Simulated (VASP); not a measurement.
# InP (Cmcm) in VASP: a series of runs

Runs on InP. Level: PBE. Tasks: single point.

Everything below comes from runs of VASP 6.6.1. Logs are shortened: lines on timing, memory, paths and dates and some standing lists are left out, and cuts for length are marked.

## (1) The cell of the first run

Symmetry: Cmcm, No. 63, orthorhombic system. The conventional cell has a = 3.747 Å, b = 12.226 Å, c = 3.912 Å, α = 90.00°, β = 90.00°, γ = 90.00°. In (site symmetry m2m) has 5 P at 2.75 to 2.78 Å and 4 In at 3.56 Å within 3.6 Å. Within 3.6 Å of P (site symmetry m2m) lie 5 In at 2.75 to 2.78 Å and 2 P at 3.47 Å.

The cell was generated, and may not be a known phase.

## (2) Single point, PBE

The input, INCAR:

```
SYSTEM = InP
PREC = Accurate ; ENCUT = 520
EDIFF = 1E-6 ; ISMEAR = 0
SIGMA = 0.1 ; LREAL = .False.
LASPH = .True. ; NELM = 80
ALGO = Normal ; ISIF = 2
LWAVE = .False. ; LCHARG = .False.
GGA = PE ; NBANDS = 26
```

The input, KPOINTS:

```
Automatic mesh
0
Gamma
  4 4 4
  0 0 0
```

The input, POSCAR:

```
InP
1.0
    1.8734512832     -6.1127627720      0.0000000000
    1.8734512832      6.1127627720      0.0000000000
    0.0000000000      0.0000000000      3.9118438950
In P
2 2
Direct
    0.6555386407      0.3444613593      0.7500000000
    0.3444613593      0.6555386407      0.2500000000
    0.8828348320      0.1171651680      0.7500000000
    0.1171651680      0.8828348320      0.2500000000
```

Potentials or basis: VASP PAW PBE potentials, release 64 (In_d, P).

Run with:

```sh
> cat potpaw_PBE.64/In_d/POTCAR potpaw_PBE.64/P/POTCAR > POTCAR
> mpirun -np 1 vasp_std > vasp.out
```

OUTCAR:

```text
SYSTEM = InP
   PREC = Accurate
   ENCUT = 520
   EDIFF = 1E-6
   ISMEAR = 0
   LREAL = .False.
   LASPH = .True.
   NELM = 80
   ISIF = 2
   GGA = PE

 ion  position               nearest neighbor table
   1  0.656  0.344  0.750-   4 2.75   4 2.75   4 2.75   4 2.75   3 2.78   2 3.56   2 3.56   2 3.56
                             2 3.56
   2  0.344  0.656  0.250-   3 2.75   3 2.75   3 2.75   3 2.75   4 2.78   1 3.56   1 3.56   1 3.56
                             1 3.56
   3  0.883  0.117  0.750-   2 2.75   2 2.75   2 2.75   2 2.75   1 2.78
   4  0.117  0.883  0.250-   1 2.75   1 2.75   1 2.75   1 2.75   2 2.78

  LATTYP: Found a base centered orthorhombic cell.
 ALAT       =     3.7469025664
 B/A-ratio  =     3.2628351892
 C/A-ratio  =     1.0440207146

  Lattice vectors:

 A1 = (   1.8734512832,  -6.1127627720,   0.0000000000)
 A2 = (   1.8734512832,   6.1127627720,   0.0000000000)
 A3 = (   0.0000000000,   0.0000000000,   3.9118438950)

Analysis of symmetry for initial positions (statically):
=====================================================================
 Subroutine PRICEL returns:
 Original cell was already a primitive cell.

 Routine SETGRP: Setting up the symmetry group for a
 base centered orthorhombic supercell.

 Subroutine GETGRP returns: Found  8 space group operations
 (whereof  4 operations were pure point group operations)
 out of a pool of  8 trial point group operations.

The static configuration has the point symmetry C_2h.
 The point group associated with its full space group is D_2h.

Analysis of symmetry for dynamics (positions and initial velocities):
=====================================================================
 Subroutine PRICEL returns:
 Original cell was already a primitive cell.

 Routine SETGRP: Setting up the symmetry group for a
 base centered orthorhombic supercell.

 Subroutine GETGRP returns: Found  8 space group operations
 (whereof  4 operations were pure point group operations)
 out of a pool of  8 trial point group operations.

The dynamic configuration has the point symmetry C_2h.
 The point group associated with its full space group is D_2h.

 Subroutine INISYM returns: Found  8 space group operations
 (whereof  4 operations are pure point group operations),
 and found     1 'primitive' translations

----------------------------------------------------------------------------------------

                                     Primitive cell

  volume of cell :      89.5966

  direct lattice vectors                    reciprocal lattice vectors
     1.873451283 -6.112762772  0.000000000     0.266887111 -0.081796075  0.000000000
     1.873451283  6.112762772  0.000000000     0.266887111  0.081796075  0.000000000
     0.000000000  0.000000000  3.911843895     0.000000000  0.000000000  0.255633923

  length of vectors
     6.393409765  6.393409765  3.911843895     0.279140337  0.279140337  0.255633923

  position of ions in fractional coordinates (direct lattice)
     0.655538641  0.344461359  0.750000000
     0.344461359  0.655538641  0.250000000
     0.882834832  0.117165168  0.750000000
     0.117165168  0.882834832  0.250000000

  ion indices of the primitive-cell ions
   primitive index   ion index
                 1           1
                 2           2
                 3           3
                 4           4

----------------------------------------------------------------------------------------

 KPOINTS: Automatic mesh

Automatic generation of k-mesh.
 Grid dimensions read from file:
 generate k-points for:    4    4    4

 Generating k-lattice:

  Cartesian coordinates                     Fractional coordinates (reciprocal lattice)
     0.066721778 -0.020449019  0.000000000     0.250000000 -0.000000000  0.000000000
     0.066721778  0.020449019  0.000000000    -0.000000000  0.250000000  0.000000000
     0.000000000  0.000000000  0.063908481     0.000000000  0.000000000  0.250000000

  Length of vectors
     0.069785084  0.069785084  0.063908481

  Shift w.r.t. Gamma in fractional coordinates (k-lattice)
     0.000000000  0.000000000  0.000000000

 Subroutine IBZKPT returns following result:
 ===========================================

 Found     21 irreducible k-points:

 Following reciprocal coordinates:
            Coordinates               Weight
  0.000000  0.000000  0.000000      1.000000
  0.250000 -0.000000  0.000000      4.000000
  0.500000 -0.000000  0.000000      2.000000
  0.250000  0.250000  0.000000      2.000000
  0.500000  0.250000  0.000000      4.000000
 -0.250000  0.250000  0.000000      2.000000
[... 13 lines left out ...]
 -0.250000  0.250000  0.500000      2.000000
  0.500000  0.500000  0.500000      1.000000
   k-points           NKPTS =     21   k-points in BZ     NKDIM =     21   number of bands    NBANDS=     26
   number of dos      NEDOS =    301   number of ions     NIONS =      4
   total plane-waves  NPLWV =  69120
   dimension x,y,z NGX =    48 NGY =   48 NGZ =   30
   dimension x,y,z NGXF=    96 NGYF=   96 NGZF=   60
   ions per type =               2   2
   NGX,Y,Z   is equivalent  to a cutoff of  12.48, 12.48, 12.75 a.u.
   NGXF,Y,Z  is equivalent  to a cutoff of  24.96, 24.96, 25.50 a.u.
 SYSTEM =  InP
   PREC   = accura    normal or accurate (medium, high low for compatibility)
   ISTART =      0    job   : 0-new  1-cont  2-samecut
   ICHARG =      2    charge: 1-file 2-atom 10-const
   ISPIN  =      1    spin polarized calculation?
   LNONCOLLINEAR =      F non collinear calculations
   LSORBIT =      F    spin-orbit coupling
   LASPH  =      T    aspherical Exc in radial PAW
   ENCUT  =  520.0 eV  38.22 Ry    6.18 a.u.  11.89 11.89  7.27*2*pi/ulx,y,z
   NELM   =     80;   NELMIN=  2; NELMDL= -5     # of ELM steps
   EDIFF  = 0.1E-05   stopping-criterion for ELM
   LREAL  =      F    real-space projection
   EDIFFG = 0.1E-04   stopping-criterion for IOM
   NSW    =      0    number of steps for IOM
   IBRION =     -1    ionic relax: 0-MD 1-quasi-New 2-CG
   NFREE  =      0    steps in history (QN), initial steepest desc. (CG)
   ISIF   =      2    stress and relaxation
   ISYM   =      2    0-nonsym 1-usesym 2-fastsym
   POTIM  = 0.5000    time-step for ionic-motion
   TEBEG  =    0.0;   TEEND  =   0.0 temperature during run
   PSTRESS=    0.0 pullay stress
   NELECT =      36.0000    total number of electrons
   NUPDOWN=      -1.0000    fix difference up-down
   EMIN   =  10.00;   EMAX   =-10.00  energy-range for DOS
   EFERMI =   0.00;   METHOD = LEGACY
   ISMEAR =     0;   SIGMA  =   0.10  broadening in eV -4-tet -1-fermi 0-gaus
   EFERMI_NEDOS =   21; number of points for ismear=-14 and -15
   IALGO  =     38    algorithm
   IMIX   =      4    mixing-type and parameters
     AMIX     =   0.40;   BMIX     =  1.00
     AMIX_MAG =   1.60;   BMIX_MAG =  1.00
  volume/ion in A,a.u.               =      22.40       151.16
  Fermi-wavevector in a.u.,A,eV,Ry     =   1.208032  2.282850 19.855551  1.459342
  Thomas-Fermi vector in A             =   2.343652
   LORBIT       =      0    0 simple, 1 ext, 2 COOP (PROOUT), +10 PAW based schemes
   GGA     = PE    functional components
   LHFCALC =     F    Hartree Fock is set to
   AEXX    =    0.0000 exact exchange contribution
   IVDW    =     0    specifies the selected vdW correction
   LEPSILON=     F    determine dielectric tensor
   LRPA    =     F    only Hartree local field effects (RPA)
 non-spin polarized calculation
 Gauss-broadening in eV      SIGMA  =   0.10
  energy-cutoff  :      520.00
  volume of cell :       89.60
 maximum number of plane-waves:      2429
   NGX = 23   NGY = 23   NGZ = 15

 number of electron      35.9999997 magnetization

 Free energy of the ion-electron system (eV)
  ---------------------------------------------------
  ext. energy  EPLUGINS =         0.00000000
  ---------------------------------------------------
  free energy    TOTEN  =       -15.15363516 eV

  energy without entropy =      -15.14603607  energy(sigma->0) =      -15.14983561

 E-fermi :   6.7157     XC(G=0): -10.1222

 val. band max:        6.5772930602   @ k =  -0.2500   0.2500   0.2500
 cond. band min:       6.7629995082   @ k =   0.5000   0.5000   0.2500
 fundamental gap:      0.1857064479
 Fermi energy:         6.7156926215

 k-point     1 :       0.0000    0.0000    0.0000
  band No.  band energies     occupation
      1      -8.0550      2.00000
      2      -7.8683      2.00000
      3      -7.8085      2.00000
      4      -7.8076      2.00000
      5      -7.8018      2.00000
      6      -7.7830      2.00000
[... 18 lines left out ...]
     25      13.6615      0.00000
     26      13.9541      0.00000

 k-point     2 :       0.2500   -0.0000    0.0000
  band No.  band energies     occupation
      1      -7.9707      2.00000
      2      -7.8550      2.00000
      3      -7.8321      2.00000
      4      -7.8239      2.00000
      5      -7.7889      2.00000
      6      -7.7820      2.00000
[... 18 lines left out ...]
     25      12.5173      0.00000
     26      13.1290      0.00000

 k-point     3 :       0.5000   -0.0000    0.0000
  band No.  band energies     occupation
      1      -7.8879      2.00000
      2      -7.8869      2.00000
      3      -7.8591      2.00000
      4      -7.8482      2.00000
      5      -7.8048      2.00000
      6      -7.7953      2.00000
[... 18 lines left out ...]
     25      11.5277      0.00000
     26      12.0009      0.00000

 k-point     4 :       0.2500    0.2500    0.0000
  band No.  band energies     occupation
      1      -7.8899      2.00000
      2      -7.8848      2.00000
      3      -7.8548      2.00000
      4      -7.8526      2.00000
      5      -7.8077      2.00000
      6      -7.7916      2.00000
[... 18 lines left out ...]
     25      11.2653      0.00000
     26      11.8580      0.00000
[... 409 lines left out ...]
      1      -7.9885      2.00000
      2      -7.9885      2.00000
      3      -7.8239      2.00000
      4      -7.8239      2.00000
      5      -7.7768      2.00000
      6      -7.7768      2.00000
[... 18 lines left out ...]
     25      14.0477      0.00000
     26      14.0477      0.00000

 k-point    20 :      -0.2500    0.2500    0.5000
  band No.  band energies     occupation
      1      -7.8724      2.00000
      2      -7.8724      2.00000
      3      -7.8632      2.00000
      4      -7.8632      2.00000
      5      -7.7890      2.00000
      6      -7.7890      2.00000
[... 18 lines left out ...]
     25      11.7457      0.00000
     26      11.7457      0.00000

 k-point    21 :       0.5000    0.5000    0.5000
  band No.  band energies     occupation
      1      -7.8670      2.00000
      2      -7.8670      2.00000
      3      -7.8609      2.00000
      4      -7.8609      2.00000
      5      -7.7976      2.00000
      6      -7.7976      2.00000
[... 18 lines left out ...]
     25      12.1420      0.00000
     26      12.1420      0.00000

------------------------ aborting loop because EDIFF is reached ----------------------------------------

  FORCE on cell =-STRESS in cart. coord.  units (eV):
  Direction    XX          YY          ZZ          XY          YZ          ZX
  --------------------------------------------------------------------------------------
  -------------------------------------------------------------------------------------
  Total       -0.0968581      0.1841467     -0.0813340      0.0000000     -0.0000000      0.0000000
  in kB       -1.7320286      3.2929337     -1.4544253      0.0000000     -0.0000000      0.0000000
  external PRESSURE =       0.0354933 kB  Pullay stress =       0.0000000 kB

 VOLUME and BASIS-vectors are now :
 -----------------------------------------------------------------------------
  energy-cutoff  :      520.00
  volume of cell :       89.60
      direct lattice vectors                 reciprocal lattice vectors
     1.873451283 -6.112762772  0.000000000     0.266887111 -0.081796075  0.000000000
     1.873451283  6.112762772  0.000000000     0.266887111  0.081796075  0.000000000
     0.000000000  0.000000000  3.911843895     0.000000000  0.000000000  0.255633923

 POSITION                                       TOTAL-FORCE (eV/Angst)
 -----------------------------------------------------------------------------------
      1.87345     -1.90154      2.93388         0.000000     -0.003414     -0.000000
      1.87345      1.90154      0.97796         0.000000      0.003414      0.000000
      1.87345     -4.68036      2.93388         0.000000      0.005849      0.000000
      1.87345      4.68036      0.97796         0.000000     -0.005849      0.000000
 -----------------------------------------------------------------------------------
    total drift:                                0.000000     -0.000000      0.000000

  FREE ENERGIE OF THE ION-ELECTRON SYSTEM (eV)
  ---------------------------------------------------
  free  energy   TOTEN  =       -15.1536351575 eV

  energy  without entropy=      -15.1460360670  energy(sigma->0) =      -15.14983561
```

Run time: 70 s. Hardware: 1 thread of Intel Xeon 8259CL, shared host; peak memory 0.26 GiB.

Results:

* Free energy: -15.1536 eV
* Pressure: 0.0 GPa
* Largest force: 0.006 eV/Å
* Band gap on the k mesh: zero (bands 18 and 19 overlap by 0.88 eV)

Forces in eV/Å, atoms in the order of the input:
```
In   0.000 -0.003  0.000
In   0.000  0.003  0.000
P    0.000  0.006  0.000
P    0.000 -0.006  0.000
```

Caveat: the k points lie up to 0.44 Å⁻¹ apart, too coarse for converged energies and pressures of a metal; spin-orbit coupling is left out, which moves the levels of the heavy elements.

## (3) Single point, PBE

This run uses another cell than the first one, of 25.61 Å³/atom.

The input, INCAR:

```
PREC = Accurate
ENCUT = 520
EDIFF = 1E-7
ISMEAR = 0
SIGMA = 0.1
LREAL = F
LASPH = T
NELM = 60
ALGO = Normal
ISIF = 2
LWAVE = F
LCHARG = F
GGA = PE
NBANDS = 26
```

The input, KPOINTS:

```
regular mesh
0
Gamma
  4 4 4
```

The input, POSCAR:

```
InP
1.0
    2.2045720200     -5.5652373700      0.0000000000
    2.2045720200      5.5652373700      0.0000000000
    0.0000000000      0.0000000000      4.1744405700
In P
2 2
Direct
    0.5830000000      0.4170000000      0.7500000000
    0.4170000000      0.5830000000      0.2500000000
    0.8620000000      0.1380000000      0.7500000000
    0.1380000000      0.8620000000      0.2500000000
```

Potentials or basis: VASP PAW PBE potentials, release 64 (In_d, P).

Run with:

```sh
> cat potpaw_PBE.64/In_d/POTCAR potpaw_PBE.64/P/POTCAR > POTCAR
> mpirun -np 1 vasp_std > vasp.out
```

OUTCAR:

```text
PREC = Accurate
   ENCUT = 520
   EDIFF = 1E-7
   ISMEAR = 0
   LREAL = F
   LASPH = T
   NELM = 60
   ISIF = 2
   GGA = PE

 ion  position               nearest neighbor table
   1  0.583  0.417  0.750-   2 2.79   2 2.79   4 3.10   4 3.10   4 3.10   4 3.10   3 3.11   3 3.30
                             3 3.30
   2  0.417  0.583  0.250-   1 2.79   1 2.79   3 3.10   3 3.10   3 3.10   3 3.10   4 3.11   4 3.30
                             4 3.30
   3  0.862  0.138  0.750-   2 3.10   2 3.10   2 3.10   2 3.10   1 3.11   1 3.30   1 3.30
   4  0.138  0.862  0.250-   1 3.10   1 3.10   1 3.10   1 3.10   2 3.11   2 3.30   2 3.30

  LATTYP: Found a base centered orthorhombic cell.
 ALAT       =     4.4091440400
 B/A-ratio  =     2.5244071500
 C/A-ratio  =     0.9467689266

  Lattice vectors:

 A1 = (   2.2045720200,  -5.5652373700,   0.0000000000)
 A2 = (   2.2045720200,   5.5652373700,   0.0000000000)
 A3 = (   0.0000000000,   0.0000000000,   4.1744405700)

Analysis of symmetry for initial positions (statically):
=====================================================================
[... 174 lines left out ...]

 E-fermi :   5.1297     XC(G=0):  -9.5950

 val. band max:        5.1100008746   @ k =   0.2500  -0.0000   0.0000
 cond. band min:       5.1396423280   @ k =   0.0000   0.0000   0.2500
 fundamental gap:      0.0296414533
 Fermi energy:         5.1297413563

 k-point     1 :       0.0000    0.0000    0.0000
  band No.  band energies     occupation
      1      -9.7323      2.00000
      2      -9.5529      2.00000
      3      -9.4332      2.00000
      4      -9.3382      2.00000
      5      -9.2884      2.00000
      6      -9.1181      2.00000
[... 598 lines left out ...]
     25      10.6764      0.00000
     26      10.6764      0.00000

------------------------ aborting loop because EDIFF is reached ----------------------------------------

  FORCE on cell =-STRESS in cart. coord.  units (eV):
  Direction    XX          YY          ZZ          XY          YZ          ZX
  --------------------------------------------------------------------------------------
  -------------------------------------------------------------------------------------
  Total       -5.8517350     -3.2051435     -1.2910254      0.0000000     -0.0000000      0.0000000
  in kB      -91.5290527    -50.1327814    -20.1933841      0.0000000     -0.0000000      0.0000000
  external PRESSURE =     -53.9517394 kB  Pullay stress =       0.0000000 kB

 VOLUME and BASIS-vectors are now :
 -----------------------------------------------------------------------------
  energy-cutoff  :      520.00
  volume of cell :      102.43
      direct lattice vectors                 reciprocal lattice vectors
     2.204572020 -5.565237370  0.000000000     0.226801391 -0.089843427  0.000000000
     2.204572020  5.565237370  0.000000000     0.226801391  0.089843427  0.000000000
     0.000000000  0.000000000  4.174440570     0.000000000  0.000000000  0.239553057

 POSITION                                       TOTAL-FORCE (eV/Angst)
 -----------------------------------------------------------------------------------
      2.20457     -0.92383      3.13083         0.000000     -2.215240     -0.000000
      2.20457      0.92383      1.04361         0.000000      2.215240     -0.000000
      2.20457     -4.02923      3.13083         0.000000      0.221922      0.000000
      2.20457      4.02923      1.04361         0.000000     -0.221922     -0.000000
 -----------------------------------------------------------------------------------
    total drift:                                0.000000      0.000000      0.000000

  FREE ENERGIE OF THE ION-ELECTRON SYSTEM (eV)
  ---------------------------------------------------
  free  energy   TOTEN  =       -13.1414302745 eV

  energy  without entropy=      -13.1172588695  energy(sigma->0) =      -13.12934457
```

stdout:

```text
POSCAR found type information on POSCAR InP
 POSCAR found :  2 types and       4 ions
 scaLAPACK will be used
 LDA part: xc-table for (Slater+PW92), standard interpolation
 POSCAR, INCAR and KPOINTS ok, starting setup
 FFT: planning ... GRIDC
 FFT: planning ... GRID_SOFT
 FFT: planning ... GRID
 WAVECAR not read
 entering main loop
```

Run time: 93 s. Hardware: 1 thread of Intel Xeon 8259CL, shared host; peak memory 0.27 GiB.

What came out:

```yaml
Free_energy: -13.1414 eV
Pressure: -5.4 GPa
Largest_force: 2.215 eV/Å
Band_gap_on_the_k_mesh: zero (bands 18 and 19 overlap by 0.64 eV)
```

Forces in eV/Å, atoms in the order of the input:
```
In   0.000 -2.215  0.000
In   0.000  2.215  0.000
P    0.000  0.222  0.000
P    0.000 -0.222  0.000
```

Caveat: the k points lie up to 0.38 Å⁻¹ apart, too coarse for converged energies and pressures of a metal; semilocal functionals underestimate gaps, and a narrow one can read as zero; spin-orbit coupling is left out, which moves the levels of the heavy elements; forces of over 1 eV/Å act on the atoms, so gaps and moduli don't describe the material at rest.

[end of part 1 of 2]

The gap in the log of VASP goes by the Fermi energy; the results here count the filled bands.